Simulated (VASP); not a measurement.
# SiNi2: single point with PBEsol

SiNi2:

```
CELL_PARAMETERS angstrom
3.66687 0.00000 0.00000
-1.83344 3.17560 0.00000
0.00000 0.00000 4.58652
ATOMIC_POSITIONS crystal
Si 0.33333 0.66667 0.75000
Si 0.66667 0.33333 0.25000
Ni 0.00000 0.00000 0.00000
Ni 0.00000 0.00000 0.50000
Ni 0.33333 0.66667 0.25000
Ni 0.66667 0.33333 0.75000
```

- Program: VASP 6.6.1
- Task: single point
- Functional: PBEsol
- Potentials or basis: VASP PAW PBE potentials, release 64 (Si, Ni)
- Cutoff: 520 eV
- k mesh: 12 × 12 × 8
- Occupations: gaussian, width 0.1 eV
- Spin: no spin polarisation

- Pressure: 60.3 GPa
- Band gap on the k mesh: zero (bands 24 and 25 overlap by 4.00 eV)

Stress tensor (GPa, compression positive):
```
60.39  0.00  0.00
 0.00 60.39  0.00
 0.00  0.00 60.01
```

Levels at points of the mesh, in eV from the Fermi level:
| k point | band 21 | band 22 | band 23 | band 24 | band 25 | band 26 | band 27 | band 28 |
| --- | --- | --- | --- | --- | --- | --- | --- | --- |
| (0.00, 0.00, 0.00) | -0.83 | -0.83 | 0.26 | 2.85 | 2.85 | 3.36 | 3.36 | 3.57 |
| (0.50, 0.00, 0.00) | -1.71 | -1.57 | -1.33 | -0.89 | -0.68 | 1.96 | 2.23 | 3.62 |
| (0.00, 0.00, 0.50) | -1.63 | -1.63 | 3.12 | 3.12 | 3.73 | 3.73 | 3.73 | 3.73 |
| (0.50, 0.00, 0.50) | -1.65 | -1.65 | -1.15 | -1.15 | 1.16 | 1.16 | 3.65 | 3.65 |

It took 4.9 min on 1 thread of Intel(R) Xeon(R) Platinum 8259CL CPU @ 2.50GHz (Skylake/Cascade Lake) (shared host), peak memory 0.26 GiB.

Caveat: the cell stands under pressure; the PAW data sets were made with another functional, which shifts forces and pressure a little. Spin polarisation is off, so any magnetic state and its effect on volume and gap are missing.
